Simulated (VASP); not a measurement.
Write the native input for VASP 6.6.1 that does the following.

```yaml
Task: single point
Functional: LDA
Potentials_or_basis: VASP PAW LDA potentials, release 64 (Ga_d, N_h)
Cutoff: 910 eV
k_mesh: 10 × 10 × 10
Occupations: gaussian, width 0.01 eV
Spin: no spin polarisation
Dipole_correction: no
Second_run: hard_potentials
Further_INCAR_settings: ALGO = Normal; EDIFF = 1e-06; NBANDS = 16
```

The structure of GaN lies in POSCAR:

```
GaN
1.0
    0.0000000000      2.1803732750      2.1803732750
    2.1803732750      0.0000000000      2.1803732750
    2.1803732750      2.1803732750      0.0000000000
Ga N
1 1
Direct
    0.0000000000      0.0000000000      0.0000000000
    0.2500000000      0.2500000000      0.2500000000
```

The input as run:

INCAR

```
PREC = Accurate
ENCUT = 910
EDIFF = 1E-6
ISMEAR = 0
SIGMA = 0.01
LREAL = False
LASPH = True
NELM = 120
ALGO = Normal
ISIF = 2
LWAVE = False
LCHARG = False
NBANDS = 16
GGA_COMPAT = False
```

KPOINTS

```
regular mesh
0
Gamma
  10 10 10
```

Potentials or basis: VASP PAW LDA potentials, release 64 (Ga_d, N_h).

Run with:

```console
$ cat potpaw_LDA.64/Ga_d/POTCAR potpaw_LDA.64/N_h/POTCAR > POTCAR
$ mpirun -np 1 vasp_std > vasp.out
```

It gave:

* Pressure: 16.1 GPa
* Band gap on the k mesh: 2.39 eV, direct

Caveat: the cutoff is under 1.25 times the usual one of these potentials, so pressure, stress and relaxed cells hold a basis-set (Pulay) error.

It took 24 s on 1 thread of AMD EPYC 9R45 96-Core Processor (Zen 5) (shared host), peak memory 0.14 GiB.
